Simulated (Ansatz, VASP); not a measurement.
# Two plane-wave programs on Hf

```xyz
1
Lattice="0.0000 2.2200 2.1867 2.2200 0.0000 2.1867 2.2200 2.2200 0.0000" Properties=species:S:1:pos:R:3 pbc="T T T"
Hf    0.0000    0.0000    0.0000
```

Change from the starting cell: strain -0.0150 x Voigt [0, 0, 1, 0, 0, 0], atoms carried along.

Alike in both runs: task single point; functional PBEsol; k mesh 18 × 18 × 18; occupations gaussian, width 0.15 eV; no spin polarisation.

|  | VASP | Ansatz |
| --- | --- | --- |
| version | VASP 6.6.1 | Ansatz 0.2.0 |
| potentials or method | VASP PAW PBE potentials, release 64 (Hf_pv), cutoff 520 eV | scalar-relativistic, plane waves, PAW |
| valence electrons in the cell | 10 | 26 |

```csv
,VASP,Ansatz,Ansatz less VASP
gap on the k mesh at the Fermi level (eV),none,none,-
pressure (GPa),-0.3,0.1,+0.39
"traceless stress, the component that is largest in VASP (GPa)",0.57,0.56,-0.007
```

VASP's potentials were made for PBE, not for PBEsol. A gap of «none» marks a metal or a gap that the smearing closes. VASP's potentials hold 10 valence electrons a cell and Ansatz's 26, so a difference there can come from the potentials and not from the codes.

Spin-orbit coupling is off throughout.
